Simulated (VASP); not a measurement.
Here is a VASP 6.6.1 calculation.

The input INCAR:

```
  PREC = Accurate
  ENCUT = 500
  EDIFF = 1E-6
  ISMEAR = 0
  SIGMA = 0.15
  LREAL = False
  LASPH = True
  NELM = 120
  ALGO = Normal
  ISIF = 2
  LWAVE = False
  LCHARG = False
  GGA = PS
  NBANDS = 54
  GGA_COMPAT = False
```

The input KPOINTS:

```
Automatic mesh
0
Gamma
  20 20 4
```

POSCAR

```
Rh
1.0
    1.9015500000     -1.9015500000      0.0000000000
    1.9015500000      0.0000000000     -1.9015500000
    9.3382508076      9.3382508076      9.3382508076
Rh
6
Direct
    0.6666666667      0.6666666667      0.0678631623
    0.0000000000      0.0000000000      0.7466305386
    0.3333333333      0.3333333333      0.2036166375
    0.6666666667      0.6666666667      0.4751235881
    0.0000000000      0.0000000000      0.3393701128
    0.3333333333      0.3333333333      0.6108770633
```

Potentials or basis: VASP PAW PBE potentials, release 64 (Rh_pv).

The run is started by

```bash
$ cat potpaw_PBE.64/Rh_pv/POTCAR > POTCAR
$ mpirun -np 1 vasp_std > vasp.out
```

**Question.** What does it give for the band gap on the k mesh?

**Answer.** Zero (bands 45 and 46 overlap by 1.71 eV).

**Question.** What does it give for the pressure?

**Answer.** -8.1 GPa.

**Question.** Estimate the largest force.

**Answer.** 0.500 eV/Å.

Forces in eV/Å, atoms in the order of the input:
```
Rh   0.289  0.289  0.289
Rh  -0.289 -0.289 -0.289
Rh  -0.125 -0.125 -0.125
Rh   0.118  0.118  0.118
Rh  -0.118 -0.118 -0.118
Rh   0.125  0.125  0.125
```

Caveat: the cell differs from its parent crystal (the distance across one plane changed); the cell stands under tension; the PAW data sets were made with another functional, which shifts forces and pressure a little.
